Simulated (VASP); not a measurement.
# KTaO3 (Pm-3m) in VASP: a series of runs, part 2 of 2

VASP 6.6.1.

## (3) Single point, RPBE+D4

This run uses another cell than the first one, of 13.04 Å³/atom, 1.088 times its volume.

The input, INCAR:

```
ALGO     = Normal         # electronic algorithm
EDIFF    = 1E-6           # SCF threshold, eV
ENCUT    = 520            # plane-wave cutoff, eV
GGA      = RP             # functional
ISIF     = 2              # what is computed and relaxed
ISMEAR   = -1             # smearing method
IVDW     = 13             # dispersion correction
LASPH    = T              # aspherical terms in the spheres
LCHARG   = T              # write CHGCAR
LELF     = T              # ELF
LREAL    = F              # projectors in reciprocal space
LVHAR    = T            
LWAVE    = F              # write WAVECAR
NBANDS   = 27             # bands
NELM     = 60             # most SCF steps
PREC     = Accurate       # precision mode
SIGMA    = 0.05           # smearing width, eV
```

The input, KPOINTS:

```
k-points
0
Gamma
  7 7 7
```

The input, POSCAR:

```
KTaO3
1.0
    4.0246491067      0.0000000000      0.0000000000
    0.0000000000      4.0246491067      0.0000000000
    0.0000000000      0.0000000000      4.0246491067
Ta K O
1 1 3
Direct
    0.0000000000      0.0000000000      0.0000000000
    0.5000000000      0.5000000000      0.5000000000
    0.0000000000      0.0000000000      0.5000000000
    0.0000000000      0.5000000000      0.0000000000
    0.5000000000      0.0000000000      0.0000000000
```

Potentials or basis: VASP PAW PBE potentials, release 64 (Ta_pv, K_sv, O).

Run with:

```
$ cat potpaw_PBE.64/Ta_pv/POTCAR potpaw_PBE.64/K_sv/POTCAR potpaw_PBE.64/O/POTCAR > POTCAR
$ mpirun -np 1 vasp_std > vasp.out
```

OUTCAR:

```text
EDIFF = 1E-6
   ENCUT = 520
   GGA = RP
   ISIF = 2
   ISMEAR = -1
   IVDW = 13
   LASPH = T
   LREAL = F
   NELM = 60
   PREC = Accurate

 ion  position               nearest neighbor table
   1  0.000  0.000  0.000-   3 2.01   4 2.01   5 2.01   3 2.01   4 2.01   5 2.01   2 3.49   2 3.49
                             2 3.49   2 3.49   2 3.49   2 3.49   2 3.49   2 3.49
   2  0.500  0.500  0.500-   3 2.85   4 2.85   5 2.85   4 2.85   5 2.85   3 2.85   5 2.85   5 2.85
                             3 2.85   4 2.85   4 2.85   3 2.85   1 3.49   1 3.49   1 3.49   1 3.49
   3  0.000  0.000  0.500-   1 2.01   1 2.01   2 2.85   2 2.85   2 2.85   2 2.85
   4  0.000  0.500  0.000-   1 2.01   1 2.01   2 2.85   2 2.85   2 2.85   2 2.85
   5  0.500  0.000  0.000-   1 2.01   1 2.01   2 2.85   2 2.85   2 2.85   2 2.85

  LATTYP: Found a simple cubic cell.
 ALAT       =     4.0246491067

  Lattice vectors:

 A1 = (   4.0246491067,   0.0000000000,   0.0000000000)
 A2 = (   0.0000000000,   4.0246491067,   0.0000000000)
 A3 = (   0.0000000000,   0.0000000000,   4.0246491067)

Analysis of symmetry for initial positions (statically):
=====================================================================
[... 177 lines left out ...]
 fundamental gap:      2.2213736246
 Fermi energy:         2.8040203205

 k-point     1 :       0.0000    0.0000    0.0000
  band No.  band energies     occupation
      1     -32.5239      2.00000
      2     -32.5239      2.00000
      3     -32.5239      2.00000
      4     -25.7040      2.00000
      5     -15.7612      2.00000
      6     -15.0796      2.00000
[... 589 lines left out ...]
     26      12.9289      0.00000
     27      13.7384      0.00000

------------------------ aborting loop because EDIFF is reached ----------------------------------------

  DFT-D4 for vdW energy calculation

  Edisp (eV):   -1.56855

  FORCE on cell =-STRESS in cart. coord.  units (eV):
  Direction    XX          YY          ZZ          XY          YZ          ZX
  --------------------------------------------------------------------------------------
  -------------------------------------------------------------------------------------
  Total       0.22141     0.22141     0.22141     0.00000     0.00000    -0.00000
  in kB       5.44159     5.44159     5.44159     0.00000     0.00000    -0.00000
  external pressure =        5.44 kB  Pullay stress =        0.00 kB

 VOLUME and BASIS-vectors are now :
 -----------------------------------------------------------------------------
  energy-cutoff  :      520.00
  volume of cell :       65.19
      direct lattice vectors                 reciprocal lattice vectors
     4.024649107  0.000000000  0.000000000     0.248468866  0.000000000  0.000000000
     0.000000000  4.024649107  0.000000000     0.000000000  0.248468866  0.000000000
     0.000000000  0.000000000  4.024649107     0.000000000  0.000000000  0.248468866

 POSITION                                       TOTAL-FORCE (eV/Angst)
 -----------------------------------------------------------------------------------
      0.00000      0.00000      0.00000         0.000000      0.000000      0.000000
      2.01232      2.01232      2.01232         0.000000      0.000000      0.000000
      0.00000      0.00000      2.01232         0.000000      0.000000      0.000000
      0.00000      2.01232      0.00000         0.000000      0.000000      0.000000
      2.01232      0.00000      0.00000         0.000000      0.000000      0.000000
 -----------------------------------------------------------------------------------
    total drift:                                0.000000     -0.000000      0.000000

  FREE ENERGIE OF THE ION-ELECTRON SYSTEM (eV)
  ---------------------------------------------------
  free  energy   TOTEN  =       -40.6548042170 eV

  energy  without entropy=      -40.6548042169  energy(sigma->0) =      -40.65480422
```

stdout:

```text
POSCAR found type information on POSCAR TaK O
 POSCAR found :  3 types and       5 ions
 scaLAPACK will be used
 -----------------------------------------------------------------------------
|                                                                             |
|                                                                             |
|     You enforced a specific xc type in the INCAR file but a different       |
|     I HOPE YOU KNOW WHAT YOU ARE DOING!                                     |
|                                                                             |
 -----------------------------------------------------------------------------

 LDA part: xc-table for (Slater+PW92), standard interpolation
 POSCAR, INCAR and KPOINTS ok, starting setup
 FFT: planning ... GRIDC
 FFT: planning ... GRID_SOFT
 FFT: planning ... GRID
 WAVECAR not read
 entering main loop
```

Wall time 91 s (1 thread of AMD EPYC 7R13, shared host); peak memory 0.16 GiB.

What came out:

- Free energy: -40.6548 eV
- Pressure: 0.5 GPa
- Band gap on the k mesh: 2.22 eV, indirect (least direct gap 2.79 eV)
- Dispersion energy per atom: -0.314 eV

Levels at points of the mesh, in eV from the valence-band top:
```tsv
k point	band 16	band 17	band 18	band 19	band 20	band 21	band 22	band 23
(0.00, 0.00, 0.00)	-0.95	-0.57	-0.57	-0.57	2.22	2.22	2.22	6.50
```

Caveat: the PAW data sets were made with another functional, which shifts forces and pressure a little; spin-orbit coupling is left out, which moves the levels of the heavy elements. RPBE gaps usually lie below the measured ones, often by a third to a half.

## (4) Relaxation of cell and atoms, RPBE+D3(BJ)

This run uses another cell than the first one, of 12.69 Å³/atom, 1.058 times its volume.

The input, INCAR:

```
SYSTEM = KTaO3
ALGO = Normal ; EDIFF = 1E-7
EDIFFG = -0.01 ; ENCUT = 600
GGA = RP ; IBRION = 2
ISIF = 3 ; ISMEAR = -1
IVDW = 12 ; LASPH = .TRUE.
LCHARG = .FALSE. ; LREAL = .FALSE.
LWAVE = .FALSE. ; NELM = 80
NSW = 60 ; PREC = Accurate
SIGMA = 0.05
```

The input, KPOINTS:

```
k-points
0
G
  7 7 7
  0 0 0
```

Edit POSCAR of step 3 so:

```diff
@@ -2,5 +2,5 @@
 1.0
-    4.0246491067      0.0000000000      0.0000000000
-    0.0000000000      4.0246491067      0.0000000000
-    0.0000000000      0.0000000000      4.0246491067
+    3.9883000000      0.0000000000      0.0000000000
+    0.0000000000      3.9883000000      0.0000000000
+    0.0000000000      0.0000000000      3.9883000000
 Ta K O
```

Potentials or basis: VASP PAW PBE potentials, release 64 (Ta_pv, K_sv, O).

Run with:

```
$ cat potpaw_PBE.64/Ta_pv/POTCAR potpaw_PBE.64/K_sv/POTCAR potpaw_PBE.64/O/POTCAR > POTCAR
$ mpirun -np 1 vasp_std > vasp.out
```

OUTCAR:

```text
SYSTEM = KTaO3
   EDIFF = 1E-7
   EDIFFG = -0.01
   ENCUT = 600
   GGA = RP
   IBRION = 2
   ISIF = 3
   ISMEAR = -1
   IVDW = 12
   LASPH = .TRUE.
   LREAL = .FALSE.
   NELM = 80
   NSW = 60
   PREC = Accurate
 IVDW          = 12

 ion  position               nearest neighbor table
   1  0.000  0.000  0.000-   3 1.99   4 1.99   5 1.99   3 1.99   4 1.99   5 1.99   2 3.45   2 3.45
                             2 3.45   2 3.45   2 3.45   2 3.45   2 3.45   2 3.45
   2  0.500  0.500  0.500-   3 2.82   4 2.82   5 2.82   4 2.82   5 2.82   3 2.82   5 2.82   5 2.82
                             3 2.82   4 2.82   4 2.82   3 2.82   1 3.45   1 3.45   1 3.45   1 3.45
   3  0.000  0.000  0.500-   1 1.99   1 1.99   2 2.82   2 2.82   2 2.82   2 2.82
   4  0.000  0.500  0.000-   1 1.99   1 1.99   2 2.82   2 2.82   2 2.82   2 2.82
   5  0.500  0.000  0.000-   1 1.99   1 1.99   2 2.82   2 2.82   2 2.82   2 2.82

[... 182 lines left out ...]
  ---------------------------------------------------
  free energy    TOTEN  =       -39.01289582 eV

  energy without entropy =      -39.01289582  energy(sigma->0) =      -39.01289582

------------------------ aborting loop because EDIFF is reached ----------------------------------------

 Edisp (eV)   -6.47631

 E8    (eV) :    -4.3865
[... 120 lines left out ...]
--------------------------------------- Ionic step        4  -------------------------------------------

 number of electron      37.9999981 magnetization

 Free energy of the ion-electron system (eV)
  ---------------------------------------------------
  ext. energy  EPLUGINS =         0.00000000
  ---------------------------------------------------
  free energy    TOTEN  =       -38.66630086 eV

  energy without entropy =      -38.66630086  energy(sigma->0) =      -38.66630086

 E-fermi :   3.3906     XC(G=0): -10.8933

 val. band max:        2.2672812694   @ k =   0.4286   0.4286   0.4286
 cond. band min:       4.6783409021   @ k =   0.0000   0.0000   0.0000
 fundamental gap:      2.4110596327
 Fermi energy:         3.3905679519

 k-point     1 :       0.0000    0.0000    0.0000
  band No.  band energies     occupation
      1     -31.5936      2.00000
      2     -31.5936      2.00000
      3     -31.5936      2.00000
      4     -25.0735      2.00000
      5     -15.4997      2.00000
      6     -14.7980      2.00000
[... 545 lines left out ...]
  FREE ENERGIE OF THE ION-ELECTRON SYSTEM (eV)
  ---------------------------------------------------
  free  energy   TOTEN  =       -45.6131672214 eV

  energy  without entropy=      -45.6131672213  energy(sigma->0) =      -45.61316722

 reached required accuracy - stopping structural energy minimisation
```

Run time: 4.2 min. Hardware: 1 thread of AMD EPYC 7R13, shared host; peak memory 0.19 GiB.

Results:

```yaml
Free_energy: -45.6132 eV
Relaxed_volume: 12.02 Å³/atom
Relaxed_cell: a = 3.917 Å, b = 3.917 Å, c = 3.917 Å, α = 90.00°, β = 90.00°, γ = 90.00°
Space_group_after_relaxing_to_0.05_Å: Pm-3m (No. 221)
Energy_gained_by_relaxing: 24.8 meV/atom
Ionic_steps: 4
Pressure_after_relaxing: 0.0 GPa
Band_gap_on_the_k_mesh: 2.41 eV, indirect (least direct gap 2.93 eV)
Dispersion_energy_per_atom: -1.389 eV
```

Step by step:
| step | energy change (eV) | largest force (eV/Å) | pressure (GPa) | volume (Å³) |
| --- | --- | --- | --- | --- |
| 1 | 0.0000 | 0.0000 | -11.27 | 63.44 |
| 2 | 0.1615 | 0.0000 | 21.86 | 55.59 |
| 3 | -0.1239 | 0.0000 | -0.25 | 60.16 |
| 4 | -0.1240 | 0.0000 | 0.00 | 60.09 |

Final structure:
```xyz
5
Lattice="3.9169 0.0000 0.0000 0.0000 3.9169 0.0000 0.0000 0.0000 3.9169" Properties=species:S:1:pos:R:3 pbc="T T T"
Ta    0.0000    0.0000    0.0000
K     1.9584    1.9584    1.9584
O     0.0000    0.0000    1.9584
O     0.0000    1.9584    0.0000
O     1.9584    0.0000    0.0000
```

Caveat: the PAW data sets were made with another functional, which shifts forces and pressure a little; spin-orbit coupling is left out, which moves the levels of the heavy elements. A k mesh can miss the band edges.

## (5) Relaxation of cell and atoms, RPBE+D4

This run uses another cell than the first one, of 12.69 Å³/atom, 1.058 times its volume.

The input, INCAR:

```
SYSTEM = KTaO3
PREC = Accurate
ENCUT = 600
EDIFF = 1E-6
ISMEAR = -1
SIGMA = 0.05
LREAL = .FALSE.
LASPH = .TRUE.
NELM = 100
ALGO = Normal
ISIF = 3
LWAVE = .FALSE.
LCHARG = .FALSE.
GGA = RP
IVDW = 13
IBRION = 2
NSW = 60
EDIFFG = -0.01
```

The input, KPOINTS:

```
Automatic mesh
0
G
  7 7 7
  0 0 0
```

POSCAR is that of step 4.

Run with:

```
$ cat potpaw_PBE.64/Ta_pv/POTCAR potpaw_PBE.64/K_sv/POTCAR potpaw_PBE.64/O/POTCAR > POTCAR
$ mpirun -np 1 vasp_std > vasp.out
```

It took 2.7 min on 1 thread of AMD EPYC 7R13, shared host; peak memory 0.18 GiB.

Results (log left out):

```yaml
Free_energy: -40.6614 eV
Relaxed_volume: 13.07 Å³/atom
Relaxed_cell: a = 4.028 Å, b = 4.028 Å, c = 4.028 Å, α = 90.00°, β = 90.00°, γ = 90.00°
Space_group_after_relaxing_to_0.05_Å: Pm-3m (No. 221)
Energy_gained_by_relaxing: 6.6 meV/atom
Ionic_steps: 3
Pressure_after_relaxing: 0.0 GPa
Band_gap_on_the_k_mesh: 2.22 eV, indirect (least direct gap 2.79 eV)
Dispersion_energy_per_atom: -0.313 eV
```

Step by step:
| step | energy change (eV) | largest force (eV/Å) | pressure (GPa) | volume (Å³) |
| --- | --- | --- | --- | --- |
| 1 | 0.0000 | 0.0000 | 5.75 | 63.44 |
| 2 | 0.0140 | 0.0000 | -6.05 | 67.71 |
| 3 | -0.0328 | 0.0000 | -0.04 | 65.33 |

Final structure:
```yaml
crystal:
  lattice:
    - [4.02761, 0.00000, 0.00000]
    - [0.00000, 4.02761, 0.00000]
    - [0.00000, 0.00000, 4.02761]
  atoms:
    - { symbol: Ta, position: [0.00000, 0.00000, 0.00000] }
    - { symbol: K, position: [0.50000, 0.50000, 0.50000] }
    - { symbol: O, position: [0.00000, 0.00000, 0.50000] }
    - { symbol: O, position: [0.00000, 0.50000, 0.00000] }
    - { symbol: O, position: [0.50000, 0.00000, 0.00000] }
```

Levels at points of the mesh, in eV from the valence-band top:
| k point | band 15 | band 16 | band 17 | band 18 | band 19 | band 20 | band 21 | band 22 | band 23 |
| --- | --- | --- | --- | --- | --- | --- | --- | --- | --- |
| (0.00, 0.00, 0.00) | -0.95 | -0.95 | -0.57 | -0.57 | -0.57 | 2.22 | 2.22 | 2.22 | 6.59 |

Caveat: the PAW data sets were made with another functional, which shifts forces and pressure a little; spin-orbit coupling is left out, which moves the levels of the heavy elements.

## (6) Single point, PBEsol

This run uses another cell than the first one, of 12.66 Å³/atom, 1.056 times its volume.

The input, INCAR:

```
  PREC = Accurate
  ENCUT = 520
  EDIFF = 1E-7
  ISMEAR = -1
  SIGMA = 0.05
  LREAL = False
  LASPH = True
  NELM = 60
  ALGO = Normal
  ISIF = 2
  LWAVE = False
  LCHARG = False
  GGA = PS
  NBANDS = 27
```

The input, KPOINTS:

```
regular mesh
0
Gamma
  7 7 7
```

Edit POSCAR of step 5 so:

```diff
@@ -2,5 +2,5 @@
 1.0
-    3.9883000000      0.0000000000      0.0000000000
-    0.0000000000      3.9883000000      0.0000000000
-    0.0000000000      0.0000000000      3.9883000000
+    3.9853939641      0.0000000000      0.0000000000
+    0.0000000000      3.9853939641      0.0000000000
+    0.0000000000      0.0000000000      3.9853939641
 Ta K O
```

Potentials or basis: VASP PAW PBE potentials, release 64 (Ta_pv, K_sv, O).

Run with:

```
$ cat potpaw_PBE.64/Ta_pv/POTCAR potpaw_PBE.64/K_sv/POTCAR potpaw_PBE.64/O/POTCAR > POTCAR
$ mpirun -np 1 vasp_std > vasp.out
```

Wall time 29 s (1 thread of Intel Xeon 6975P-C, shared host); peak memory 0.19 GiB.

The run converged. Its results:

- Free energy: -42.9203 eV
- Pressure: 0.7 GPa
- Band gap on the k mesh: 2.15 eV, indirect (least direct gap 2.71 eV)

Levels at points of the mesh, in eV from the valence-band top:
```
           k point  band 17  band 18  band 19  band 20  band 21  band 22
(0.00, 0.00, 0.00)    -0.56    -0.56    -0.56     2.15     2.15     2.15
```

Caveat: the PAW data sets were made with another functional, which shifts forces and pressure a little; spin-orbit coupling is left out, which moves the levels of the heavy elements. As with any semilocal functional, this PBEsol gap is likely too small.

## (7) The runs side by side

| task | level | cell | cutoff (eV) | gap on the mesh (eV) | pressure (GPa) | relaxed volume (Å³/atom) |
| --- | --- | --- | --- | --- | --- | --- |
| single point | RPBE+D3(BJ) | a = 3.914 Å, 5 atoms | 520 | 2.41 | 0.9 | - |
| single point | RPBE+D4 | a = 4.025 Å, 5 atoms | 520 | 2.22 | 0.5 | - |
| relaxation of cell and atoms | RPBE+D3(BJ) | relaxed from a = 3.988 Å, 5 atoms | 600 | 2.41 | 0.0 | 12.02 |
| relaxation of cell and atoms | RPBE+D4 | relaxed from a = 3.988 Å, 5 atoms | 600 | 2.22 | 0.0 | 13.07 |
| single point | PBEsol | a = 3.985 Å, 5 atoms | 520 | 2.15 | 0.7 | - |

Alike in all rows: potentials or basis VASP PAW PBE potentials, release 64 (Ta_pv, K_sv, O); no spin polarisation; k mesh 7 × 7 × 7; smearing fermi-dirac 0.05 eV.

Caveats: the PAW data sets were made with another functional, which shifts forces and pressure a little; spin-orbit coupling is left out, which moves the levels of the heavy elements.

Absolute energies hang on the potentials; compare differences alone.
